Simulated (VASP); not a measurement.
# TiN (titanium nitride) (Fm-3m) in VASP: a series of runs

Runs on TiN (titanium nitride). Level: LDA. Tasks: single point, relaxation of cell and atoms.

All numbers are computed with VASP 6.6.1; they aren't measurements. Logs are shortened: lines on timing, memory, paths and dates and some standing lists are left out, and cuts for length are marked.

## Step 1: The cell of the first run

It takes space group Fm-3m (No. 225, cubic). The conventional cell has a = 4.172 Å, b = 4.172 Å, c = 4.172 Å, α = 90.00°, β = 90.00°, γ = 90.00°. Within 2.8 Å of Ti (site symmetry m-3m) lie 6 N at 2.09 Å. N (site symmetry m-3m) has 6 Ti at 2.09 Å within 2.8 Å.

## Step 2: Single point, LDA

Input file INCAR:

```
SYSTEM = TiN
PREC = Accurate ; ENCUT = 520
EDIFF = 1E-7 ; ISMEAR = 0
SIGMA = 0.1 ; LREAL = .False.
LASPH = .True. ; NELM = 80
ALGO = Normal ; ISIF = 2
LWAVE = .False. ; LCHARG = .False.
GGA = CA ; NBANDS = 16
```

Input file KPOINTS:

```
Automatic mesh
0
Gamma
  16 16 16
  0 0 0
```

Input file POSCAR:

```
TiN
1.0
    0.0000000000      2.0858163209      2.0858163209
    2.0858163209      0.0000000000      2.0858163209
    2.0858163209      2.0858163209      0.0000000000
Ti N
1 1
Direct
    0.0000000000      0.0000000000      0.0000000000
    0.5000000000      0.5000000000      0.5000000000
```

Potentials or basis: VASP PAW LDA potentials, release 64 (Ti_sv, N).

Launch:

```bash
$ cat potpaw_LDA.64/Ti_sv/POTCAR potpaw_LDA.64/N/POTCAR > POTCAR
$ mpirun -np 1 vasp_std > vasp.out
```

OUTCAR:

```text
SYSTEM = TiN
   PREC = Accurate
   ENCUT = 520
   EDIFF = 1E-7
   ISMEAR = 0
   LREAL = .False.
   LASPH = .True.
   NELM = 80
   ISIF = 2
   GGA = CA

 ion  position               nearest neighbor table
   1  0.000  0.000  0.000-   2 2.09   2 2.09   2 2.09   2 2.09   2 2.09   2 2.09
   2  0.500  0.500  0.500-   1 2.09   1 2.09   1 2.09   1 2.09   1 2.09   1 2.09

  LATTYP: Found a face centered cubic cell.
 ALAT       =     4.1716326418

  Lattice vectors:

 A1 = (   0.0000000000,   2.0858163209,   2.0858163209)
 A2 = (   2.0858163209,   0.0000000000,   2.0858163209)
 A3 = (   2.0858163209,   2.0858163209,   0.0000000000)

Analysis of symmetry for initial positions (statically):
=====================================================================
 Subroutine PRICEL returns:
 Original cell was already a primitive cell.

 Routine SETGRP: Setting up the symmetry group for a
 face centered cubic supercell.

 Subroutine GETGRP returns: Found 48 space group operations
 (whereof 48 operations were pure point group operations)
 out of a pool of 48 trial point group operations.

The static configuration has the point symmetry O_h .

Analysis of symmetry for dynamics (positions and initial velocities):
=====================================================================
 Subroutine PRICEL returns:
 Original cell was already a primitive cell.

 Routine SETGRP: Setting up the symmetry group for a
 face centered cubic supercell.

 Subroutine GETGRP returns: Found 48 space group operations
 (whereof 48 operations were pure point group operations)
 out of a pool of 48 trial point group operations.

The dynamic configuration has the point symmetry O_h .

 Subroutine INISYM returns: Found 48 space group operations
 (whereof 48 operations are pure point group operations),
 and found     1 'primitive' translations

----------------------------------------------------------------------------------------

                                     Primitive cell

  volume of cell :      18.1492

  direct lattice vectors                    reciprocal lattice vectors
     0.000000000  2.085816321  2.085816321    -0.239714300  0.239714300  0.239714300
     2.085816321  0.000000000  2.085816321     0.239714300 -0.239714300  0.239714300
     2.085816321  2.085816321  0.000000000     0.239714300  0.239714300 -0.239714300

  length of vectors
     2.949789730  2.949789730  2.949789730     0.415197347  0.415197347  0.415197347

  position of ions in fractional coordinates (direct lattice)
     0.000000000  0.000000000  0.000000000
     0.500000000  0.500000000  0.500000000

  ion indices of the primitive-cell ions
   primitive index   ion index
                 1           1
                 2           2

----------------------------------------------------------------------------------------

 KPOINTS: Automatic mesh

Automatic generation of k-mesh.
 Grid dimensions read from file:
 generate k-points for:   16   16   16

 Generating k-lattice:

  Cartesian coordinates                     Fractional coordinates (reciprocal lattice)
    -0.014982144  0.014982144  0.014982144     0.062500000  0.000000000  0.000000000
     0.014982144 -0.014982144  0.014982144     0.000000000  0.062500000  0.000000000
     0.014982144  0.014982144 -0.014982144     0.000000000  0.000000000  0.062500000

  Length of vectors
     0.025949834  0.025949834  0.025949834

  Shift w.r.t. Gamma in fractional coordinates (k-lattice)
     0.000000000  0.000000000  0.000000000

 Subroutine IBZKPT returns following result:
 ===========================================

 Found    145 irreducible k-points:

 Following reciprocal coordinates:
            Coordinates               Weight
  0.000000  0.000000  0.000000      1.000000
  0.062500  0.000000  0.000000      8.000000
  0.125000  0.000000  0.000000      8.000000
  0.187500  0.000000  0.000000      8.000000
  0.250000  0.000000  0.000000      8.000000
  0.312500  0.000000  0.000000      8.000000
[... 16 lines left out ...]
 -0.125000  0.062500  0.000000     24.000000
 -0.062500  0.062500  0.000000     12.000000
 [... further k-points ...]
   k-points           NKPTS =    145   k-points in BZ     NKDIM =    145   number of bands    NBANDS=     16
   number of dos      NEDOS =    301   number of ions     NIONS =      2
   total plane-waves  NPLWV =  13824
   dimension x,y,z NGX =    24 NGY =   24 NGZ =   24
   dimension x,y,z NGXF=    48 NGYF=   48 NGZF=   48
   ions per type =               1   1
   NGX,Y,Z   is equivalent  to a cutoff of  13.53, 13.53, 13.53 a.u.
   NGXF,Y,Z  is equivalent  to a cutoff of  27.05, 27.05, 27.05 a.u.
 SYSTEM =  TiN
   PREC   = accura    normal or accurate (medium, high low for compatibility)
   ISTART =      0    job   : 0-new  1-cont  2-samecut
   ICHARG =      2    charge: 1-file 2-atom 10-const
   ISPIN  =      1    spin polarized calculation?
   LNONCOLLINEAR =      F non collinear calculations
   LSORBIT =      F    spin-orbit coupling
   LASPH  =      T    aspherical Exc in radial PAW
   ENCUT  =  520.0 eV  38.22 Ry    6.18 a.u.   5.48  5.48  5.48*2*pi/ulx,y,z
   NELM   =     80;   NELMIN=  2; NELMDL= -5     # of ELM steps
   EDIFF  = 0.1E-06   stopping-criterion for ELM
   LREAL  =      F    real-space projection
   EDIFFG = 0.1E-05   stopping-criterion for IOM
   NSW    =      0    number of steps for IOM
   IBRION =     -1    ionic relax: 0-MD 1-quasi-New 2-CG
   NFREE  =      0    steps in history (QN), initial steepest desc. (CG)
   ISIF   =      2    stress and relaxation
   ISYM   =      2    0-nonsym 1-usesym 2-fastsym
   POTIM  = 0.5000    time-step for ionic-motion
   TEBEG  =    0.0;   TEEND  =   0.0 temperature during run
   PSTRESS=    0.0 pullay stress
   NELECT =      17.0000    total number of electrons
   NUPDOWN=      -1.0000    fix difference up-down
   EMIN   =  10.00;   EMAX   =-10.00  energy-range for DOS
   EFERMI =   0.00;   METHOD = LEGACY
   ISMEAR =     0;   SIGMA  =   0.10  broadening in eV -4-tet -1-fermi 0-gaus
   EFERMI_NEDOS =   21; number of points for ismear=-14 and -15
   IALGO  =     38    algorithm
   IMIX   =      4    mixing-type and parameters
     AMIX     =   0.40;   BMIX     =  1.00
     AMIX_MAG =   1.60;   BMIX_MAG =  1.00
  volume/ion in A,a.u.               =       9.07        61.24
  Fermi-wavevector in a.u.,A,eV,Ry     =   1.601788  3.026941 34.908812  2.565725
  Thomas-Fermi vector in A             =   2.698711
   LORBIT       =      0    0 simple, 1 ext, 2 COOP (PROOUT), +10 PAW based schemes
   GGA     = CA    functional components
   LHFCALC =     F    Hartree Fock is set to
   AEXX    =    0.0000 exact exchange contribution
   IVDW    =     0    specifies the selected vdW correction
   LEPSILON=     F    determine dielectric tensor
   LRPA    =     F    only Hartree local field effects (RPA)
 non-spin polarized calculation
 Gauss-broadening in eV      SIGMA  =   0.10
  energy-cutoff  :      520.00
  volume of cell :       18.15
 maximum number of plane-waves:       531
 NGX is ok and might be reduce to    24
   NGX = 11   NGY = 11   NGZ = 11

 number of electron      16.9999996 magnetization

 Free energy of the ion-electron system (eV)
  ---------------------------------------------------
  ext. energy  EPLUGINS =         0.00000000
  ---------------------------------------------------
  free energy    TOTEN  =       -21.67420906 eV

  energy without entropy =      -21.66923921  energy(sigma->0) =      -21.67172413

 E-fermi :  11.8667     XC(G=0): -13.6475

 val. band max:       11.8643509459   @ k =  -0.1875   0.0625   0.0000
 cond. band min:      11.8694840895   @ k =   0.4375   0.1875   0.0625
 fundamental gap:      0.0051331436
 Fermi energy:        11.8667046818

 k-point     1 :       0.0000    0.0000    0.0000
  band No.  band energies     occupation
      1     -45.2066      2.00000
      2     -21.5217      2.00000
      3     -21.5217      2.00000
      4     -21.5217      2.00000
      5      -5.2654      2.00000
      6       9.8076      2.00000
[... 8 lines left out ...]
     15      25.1988      0.00000
     16      32.3491      0.00000

 k-point     2 :       0.0625    0.0000    0.0000
  band No.  band energies     occupation
      1     -45.2017      2.00000
      2     -21.5541      2.00000
      3     -21.5242      2.00000
      4     -21.5242      2.00000
      5      -5.1806      2.00000
      6       9.3315      2.00000
[... 8 lines left out ...]
     15      25.2862      0.00000
     16      32.2180      0.00000

 k-point     3 :       0.1250    0.0000    0.0000
  band No.  band energies     occupation
      1     -45.1879      2.00000
      2     -21.6455      2.00000
      3     -21.5315      2.00000
      4     -21.5315      2.00000
      5      -4.9345      2.00000
      6       8.3733      2.00000
[... 8 lines left out ...]
     15      25.4313      0.00000
     16      31.8388      0.00000

 k-point     4 :       0.1875    0.0000    0.0000
  band No.  band energies     occupation
      1     -45.1672      2.00000
      2     -21.7799      2.00000
      3     -21.5424      2.00000
      4     -21.5424      2.00000
      5      -4.5516      2.00000
      6       7.2762      2.00000
[... 8 lines left out ...]
     15      25.4024      0.00000
     16      31.0678      0.00000
[... 324 lines left out ...]
 k-point    22 :      -0.1875    0.0625    0.0000
  band No.  band energies     occupation
      1     -45.1558      2.00000
      2     -21.8358      2.00000
      3     -21.5772      2.00000
      4     -21.5360      2.00000
      5      -4.3490      2.00000
      6       6.7507      2.00000
[... 8 lines left out ...]
     15      25.3653      0.00000
     16      29.8927      0.00000

 k-point    23 :      -0.1250    0.0625    0.0000
  band No.  band energies     occupation
      1     -45.1778      2.00000
      2     -21.6986      2.00000
      3     -21.5598      2.00000
      4     -21.5268      2.00000
      5      -4.7567      2.00000
      6       7.7606      2.00000
[... 8 lines left out ...]
     15      25.4885      0.00000
     16      30.7859      0.00000

 k-point    24 :      -0.0625    0.0625    0.0000
  band No.  band energies     occupation
      1     -45.1939      2.00000
      2     -21.5989      2.00000
      3     -21.5412      2.00000
      4     -21.5226      2.00000
      5      -5.0436      2.00000
      6       8.6826      2.00000
[... 8 lines left out ...]
     15      25.3996      0.00000
     16      31.5926      0.00000

 [... further k-points ...]

------------------------ aborting loop because EDIFF is reached ----------------------------------------

  FORCE on cell =-STRESS in cart. coord.  units (eV):
  Direction    XX          YY          ZZ          XY          YZ          ZX
  --------------------------------------------------------------------------------------
  -------------------------------------------------------------------------------------
  Total        0.1215794      0.1215794      0.1215794      0.0000000      0.0000000     -0.0000000
  in kB       10.7327837     10.7327837     10.7327837      0.0000000      0.0000000     -0.0000000
  external PRESSURE =      10.7327837 kB  Pullay stress =       0.0000000 kB

 VOLUME and BASIS-vectors are now :
 -----------------------------------------------------------------------------
  energy-cutoff  :      520.00
  volume of cell :       18.15
      direct lattice vectors                 reciprocal lattice vectors
     0.000000000  2.085816321  2.085816321    -0.239714300  0.239714300  0.239714300
     2.085816321  0.000000000  2.085816321     0.239714300 -0.239714300  0.239714300
     2.085816321  2.085816321  0.000000000     0.239714300  0.239714300 -0.239714300

 POSITION                                       TOTAL-FORCE (eV/Angst)
 -----------------------------------------------------------------------------------
      0.00000      0.00000      0.00000        -0.000000      0.000000     -0.000000
      2.08582      2.08582      2.08582         0.000000     -0.000000      0.000000
 -----------------------------------------------------------------------------------
    total drift:                                0.000000     -0.000000     -0.000000

  FREE ENERGIE OF THE ION-ELECTRON SYSTEM (eV)
  ---------------------------------------------------
  free  energy   TOTEN  =       -21.6742090557 eV

  energy  without entropy=      -21.6692392140  energy(sigma->0) =      -21.67172413
```

It took 31 s on 1 thread of Intel Xeon Platinum 8259CL at 2.50GHz (Skylake/Cascade Lake), shared host; peak memory 0.16 GiB.

Results:

* Free energy: -21.6742 eV
* Pressure: 1.1 GPa

Levels at points of the mesh, in eV from the Fermi level:
```csv
k point,band 6,band 7,band 8,band 9,band 10,band 11,band 12,band 13
"(0.00, 0.00, 0.00)",-2.06,-2.06,-2.06,-0.69,-0.69,-0.69,0.60,0.60
"(0.50, 0.00, 0.00)",-8.37,-5.74,-5.74,1.82,1.82,2.56,6.16,6.16
"(0.50, 0.50, 0.00)",-5.87,-3.32,-3.25,-3.25,1.76,2.59,2.59,4.06
```

## Step 3: Relaxation of cell and atoms, LDA

This run uses another cell than the first one, of 9.56 Å³/atom, 1.053 times its volume.

Input file INCAR:

```
PREC = Accurate
ENCUT = 600
EDIFF = 1E-6
ISMEAR = 0
SIGMA = 0.1
LREAL = F
LASPH = T
NELM = 80
ALGO = Normal
ISIF = 3
LWAVE = F
LCHARG = F
IBRION = 2
NSW = 80
EDIFFG = -0.002
```

Input file KPOINTS:

```
regular mesh
0
Gamma
  16 16 16
```

Input file POSCAR:

```
TiN
1.0
    0.0000000000      2.1220000000      2.1220000000
    2.1220000000      0.0000000000      2.1220000000
    2.1220000000      2.1220000000      0.0000000000
Ti N
1 1
Direct
    0.0000000000      0.0000000000      0.0000000000
    0.5000000000      0.5000000000      0.5000000000
```

Potentials or basis: VASP PAW LDA potentials, release 64 (Ti_sv, N).

Launch:

```bash
$ cat potpaw_LDA.64/Ti_sv/POTCAR potpaw_LDA.64/N/POTCAR > POTCAR
$ mpirun -np 1 vasp_std > vasp.out
```

Run time: 98 s. Hardware: 1 thread of Intel Xeon Platinum 8259CL at 2.50GHz (Skylake/Cascade Lake), shared host; peak memory 0.18 GiB.

It converged, with:

```yaml
Free_energy: -21.6759 eV
Relaxed_volume: 9.10 Å³/atom
Relaxed_cell: a = 2.953 Å, b = 2.953 Å, c = 2.953 Å, α = 60.00°, β = 60.00°, γ = 60.00°
Space_group_after_relaxing_to_0.05_Å: Fm-3m (No. 225)
Energy_gained_by_relaxing: 20.5 meV/atom
Ionic_steps: 7
Pressure_after_relaxing: 0.0 GPa
```

The path:
| step | energy change (eV) | largest force (eV/Å) | pressure (GPa) | volume (Å³) |
| --- | --- | --- | --- | --- |
| 1 | 0.0000 | 0.0000 | -13.94 | 19.11 |
| 2 | 0.0640 | 0.0000 | 27.53 | 16.90 |
| 3 | -0.0410 | 0.0000 | -0.30 | 18.22 |
| 4 | -0.0410 | 0.0000 | -0.05 | 18.21 |
| 5 | -0.0410 | 0.0000 | 0.26 | 18.19 |
| 6 | -0.0410 | 0.0000 | -0.30 | 18.22 |
| 7 | -0.0410 | 0.0000 | -0.02 | 18.20 |

Final structure:
```cif
data_structure
_symmetry_space_group_name_H-M 'P 1'
_symmetry_Int_Tables_number 1
_cell_length_a 2.9528
_cell_length_b 2.9528
_cell_length_c 2.9528
_cell_angle_alpha 60.000
_cell_angle_beta 60.000
_cell_angle_gamma 60.000
_cell_volume 18.20
loop_
_atom_site_label
_atom_site_type_symbol
_atom_site_fract_x
_atom_site_fract_y
_atom_site_fract_z
_atom_site_occupancy
Ti1 Ti 0.00000 0.00000 0.00000 1
N1 N 0.50000 0.50000 0.50000 1
```

Levels at points of the mesh, in eV from the Fermi level:
```csv
k point,band 7,band 8,band 9,band 10,band 11,band 12
"(0.00, 0.00, 0.00)",-2.06,-2.06,-0.69,-0.69,-0.69,0.60
"(0.50, 0.00, 0.00)",-5.72,-5.72,1.82,1.82,2.55,6.13
"(0.50, 0.50, 0.00)",-3.31,-3.24,-3.24,1.75,2.58,2.58
```
